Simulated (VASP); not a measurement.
Runs of VASP 6.6.1 on ZrB2. The structure is that of space group P6/mmm (No. 191), or close to it. The cells are those of the table. 

```tsv
task	level	potentials or basis	cell	k mesh	cutoff (eV)	gap on the mesh (eV)	pressure (GPa)
single point	r2SCAN	VASP PAW PBE potentials, release 64 (Zr_sv, B)	a = 3.188, b = 3.188, c = 3.576 Å, angles 90.0, 90.0, 120.0°, 3 atoms	12 × 12 × 10	520	none	(a)
relaxation of cell and atoms	LDA	VASP PAW LDA potentials, release 64 (Zr_sv, B)	relaxed from a = 3.170, b = 3.170, c = 3.533 Å, angles 90.0, 90.0, 120.0°, 3 atoms	11 × 11 × 9	600	none	0.1
single point	r2SCAN	VASP PAW PBE potentials, release 64 (Zr_sv, B)	a = 3.209, b = 3.209, c = 3.599 Å, angles 90.0, 90.0, 120.0°, 3 atoms	12 × 12 × 10	520	none	-8.8
single point	r2SCAN	VASP PAW PBE potentials, release 64 (Zr_sv, B)	a = 3.167, b = 3.167, c = 3.553 Å, angles 90.0, 90.0, 120.0°, 3 atoms	11 × 11 × 9	520	none	0.0
single point	LDA	VASP PAW LDA potentials, release 64 (Zr_sv, B)	a = 3.133, b = 3.133, c = 3.490 Å, angles 90.0, 90.0, 120.0°, 3 atoms	11 × 11 × 9	520	none	0.4
```

Alike in all rows: no spin polarisation; smearing fermi-dirac 0.1 eV.

Q: Estimate the missing entries.

A: (a) -4.6.

Caveats: the PAW data sets were made with another functional, which shifts forces and pressure a little (some runs).

A k mesh can miss the band edges, and the runs leave out spin-orbit coupling on Zr.

A gap of «none» marks levels without a gap at the run's occupations.
